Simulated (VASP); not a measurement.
# SiC2 (I4_1/amd) in VASP: further runs, part 2 of 3

VASP 6.6.1. Earlier steps stand in the parts before.

### 4 Single point, PBE

File INCAR:

```
PREC = Accurate
ENCUT = 520
EDIFF = 1E-6
ISMEAR = 0
SIGMA = 0.02
LREAL = False
LASPH = True
NELM = 100
ALGO = Normal
ISIF = 2
LWAVE = False
LCHARG = False
GGA = PE
NBANDS = 21
```

File KPOINTS:

```
Automatic mesh
0
Gamma
  14 14 14
```

File POSCAR:

```
SiC2
1.0
   -1.4726224034      1.4726224034      6.2694012077
    1.4726224034     -1.4726224034      6.2694012077
    1.4726224034      1.4726224034     -6.2694012077
Si C
2 4
Direct
    0.0000000000      0.0000000000      0.0000000000
    0.7500000000      0.2500000000      0.5000000000
    0.6596757337      0.6596757337      0.0000000000
    0.3403242663      0.3403242663      0.0000000000
    0.4096757337      0.9096757337      0.5000000000
    0.0903242663      0.5903242663      0.5000000000
```

Potentials or basis: VASP PAW PBE potentials, release 64 (Si, C).

Started as:

```bash
$ cat potpaw_PBE.64/Si/POTCAR potpaw_PBE.64/C/POTCAR > POTCAR
$ mpirun -np 1 vasp_std > vasp.out
```

OUTCAR:

```text
PREC = Accurate
   ENCUT = 520
   EDIFF = 1E-6
   ISMEAR = 0
   LREAL = False
   LASPH = True
   NELM = 100
   ISIF = 2
   GGA = PE

 ion  position               nearest neighbor table
   1  0.000  0.000  0.000-   6 1.86   5 1.86   6 1.86   5 1.86
   2  0.750  0.250  0.500-   4 1.86   3 1.86   4 1.86   3 1.86
   3  0.660  0.660  0.000-   6 1.71   6 1.71   2 1.86   2 1.86
   4  0.340  0.340  0.000-   5 1.71   5 1.71   2 1.86   2 1.86
   5  0.410  0.910  0.500-   4 1.71   4 1.71   1 1.86   1 1.86
   6  0.090  0.590  0.500-   3 1.71   3 1.71   1 1.86   1 1.86

  LATTYP: Found a body centered tetragonal cell.
 ALAT       =     2.9452448068
 C/A-ratio  =     4.2573039723

  Lattice vectors:

 A1 = (  -1.4726224034,   1.4726224034,   6.2694012077)
 A2 = (   1.4726224034,  -1.4726224034,   6.2694012077)
 A3 = (   1.4726224034,   1.4726224034,  -6.2694012077)

Analysis of symmetry for initial positions (statically):
=====================================================================
 Subroutine PRICEL returns:
 Original cell was already a primitive cell.

 Routine SETGRP: Setting up the symmetry group for a
 body centered tetragonal supercell.

 Subroutine GETGRP returns: Found 16 space group operations
 (whereof  8 operations were pure point group operations)
 out of a pool of 16 trial point group operations.

The static configuration has the point symmetry D_2d.
 The point group associated with its full space group is D_4h.

Analysis of symmetry for dynamics (positions and initial velocities):
=====================================================================
 Subroutine PRICEL returns:
 Original cell was already a primitive cell.

 Routine SETGRP: Setting up the symmetry group for a
 body centered tetragonal supercell.

 Subroutine GETGRP returns: Found 16 space group operations
 (whereof  8 operations were pure point group operations)
[... 131 lines left out ...]
     AMIX_MAG =   1.60;   BMIX_MAG =  1.00
  volume/ion in A,a.u.               =       9.06        61.17
  Fermi-wavevector in a.u.,A,eV,Ry     =   1.246395  2.355345 21.136650  1.553500
  Thomas-Fermi vector in A             =   2.380574
   LORBIT       =      0    0 simple, 1 ext, 2 COOP (PROOUT), +10 PAW based schemes
   GGA     = PE    functional components
   LHFCALC =     F    Hartree Fock is set to
   AEXX    =    0.0000 exact exchange contribution
   IVDW    =     0    specifies the selected vdW correction
   LEPSILON=     F    determine dielectric tensor
   LRPA    =     F    only Hartree local field effects (RPA)
 non-spin polarized calculation
 Gauss-broadening in eV      SIGMA  =   0.02
  energy-cutoff  :      520.00
  volume of cell :       54.38
 maximum number of plane-waves:      1503
 NGX is ok and might be reduce to    50
   NGX = 25   NGY = 25   NGZ = 25

 number of electron      24.0000002 magnetization

 Free energy of the ion-electron system (eV)
  ---------------------------------------------------
  ext. energy  EPLUGINS =         0.00000000
  ---------------------------------------------------
  free energy    TOTEN  =       -45.03344410 eV

  energy without entropy =      -45.03344410  energy(sigma->0) =      -45.03344410

 E-fermi :   9.6241     XC(G=0): -11.6619

 val. band max:        9.4628446886   @ k =   0.0000   0.0000   0.0000
 cond. band min:      10.3566690202   @ k =   0.0000   0.0000   0.0000
 fundamental gap:      0.8938243316
 Fermi energy:         9.6240906725

 k-point     1 :       0.0000    0.0000    0.0000
  band No.  band energies     occupation
      1      -8.6026      2.00000
      2      -6.4308      2.00000
      3      -4.4071      2.00000
      4       1.5466      2.00000
      5       3.4818      2.00000
      6       4.1327      2.00000
[... 565 lines left out ...]
     20      17.3843      0.00000
     21      17.7491      0.00000

 [... further k-points ...]

------------------------ aborting loop because EDIFF is reached ----------------------------------------

  FORCE on cell =-STRESS in cart. coord.  units (eV):
  Direction    XX          YY          ZZ          XY          YZ          ZX
  --------------------------------------------------------------------------------------
  -------------------------------------------------------------------------------------
  Total       -0.0025612     -0.0025612     -0.0263472      0.0000000      0.0000000      0.0000000
  in kB       -0.0754540     -0.0754540     -0.7762035      0.0000000      0.0000000      0.0000000
  external PRESSURE =      -0.3090372 kB  Pullay stress =       0.0000000 kB

 VOLUME and BASIS-vectors are now :
 -----------------------------------------------------------------------------
  energy-cutoff  :      520.00
  volume of cell :       54.38
      direct lattice vectors                 reciprocal lattice vectors
    -1.472622403  1.472622403  6.269401208     0.000000000  0.339530350  0.079752433
     1.472622403 -1.472622403  6.269401208     0.339530350  0.000000000  0.079752433
     1.472622403  1.472622403 -6.269401208     0.339530350  0.339530350  0.000000000

 POSITION                                       TOTAL-FORCE (eV/Angst)
 -----------------------------------------------------------------------------------
      0.00000      0.00000      0.00000         0.000000      0.000000      0.000000
      0.00000      1.47262      3.13470         0.000000      0.000000      0.000000
      0.00000      0.00000      8.27154        -0.000000     -0.000000      0.011758
      0.00000      0.00000      4.26726         0.000000      0.000000     -0.011758
      1.47262      0.00000      5.13684         0.000000      0.000000      0.011758
      1.47262      0.00000      1.13256         0.000000      0.000000     -0.011758
 -----------------------------------------------------------------------------------
    total drift:                                0.000000     -0.000000      0.000000

  FREE ENERGIE OF THE ION-ELECTRON SYSTEM (eV)
  ---------------------------------------------------
  free  energy   TOTEN  =       -45.0334441019 eV

  energy  without entropy=      -45.0334441019  energy(sigma->0) =      -45.03344410
```

OSZICAR:

```text
N       E                     dE             d eps       ncg     rms          rms(c)
DAV:   1     0.492793983872E+02    0.49279E+02   -0.11537E+04 10256   0.103E+03
DAV:   2    -0.434467109214E+02   -0.92726E+02   -0.88235E+02 12996   0.187E+02
DAV:   3    -0.478858015375E+02   -0.44391E+01   -0.44051E+01 13512   0.376E+01
DAV:   4    -0.479245546127E+02   -0.38753E-01   -0.38727E-01 13464   0.396E+00
DAV:   5    -0.479248890467E+02   -0.33443E-03   -0.33439E-03 13745   0.348E-01    0.126E+01
DAV:   6    -0.453978409888E+02    0.25270E+01   -0.40253E+00 12909   0.983E+00    0.669E+00
DAV:   7    -0.450477888724E+02    0.35005E+00   -0.11145E+00 14249   0.553E+00    0.216E+00
DAV:   8    -0.450313406550E+02    0.16448E-01   -0.77446E-02 12828   0.170E+00    0.483E-01
DAV:   9    -0.450333340692E+02   -0.19934E-02   -0.10395E-02 12593   0.616E-01    0.118E-01
DAV:  10    -0.450333882927E+02   -0.54224E-04   -0.78212E-04 12729   0.179E-01    0.377E-02
DAV:  11    -0.450334378357E+02   -0.49543E-04   -0.12916E-04 13707   0.706E-02    0.188E-02
DAV:  12    -0.450334432374E+02   -0.54017E-05   -0.63916E-06 12903   0.171E-02    0.449E-03
DAV:  13    -0.450334441019E+02   -0.86448E-06   -0.14308E-06 10812   0.792E-03
   1 F= -.45033444E+02 E0= -.45033444E+02  d E =-.484913E-33
```

Wall time 24 min (1 thread of AMD EPYC 7R43 (Zen 3), shared host); peak memory 0.45 GiB.

Results:

```
Free energy            : -45.0334 eV
Pressure               : 0.0 GPa
Largest force          : 0.012 eV/Å
Band gap on the k mesh : 0.89 eV
```

Forces in eV/Å, atoms in the order of the input:
```
Si   0.000  0.000  0.000
Si   0.000  0.000  0.000
C    0.000  0.000  0.012
C    0.000  0.000 -0.012
C    0.000  0.000  0.012
C    0.000  0.000 -0.012
```

A k mesh can miss the band edges.

(Part 2 of 3 ends here.)
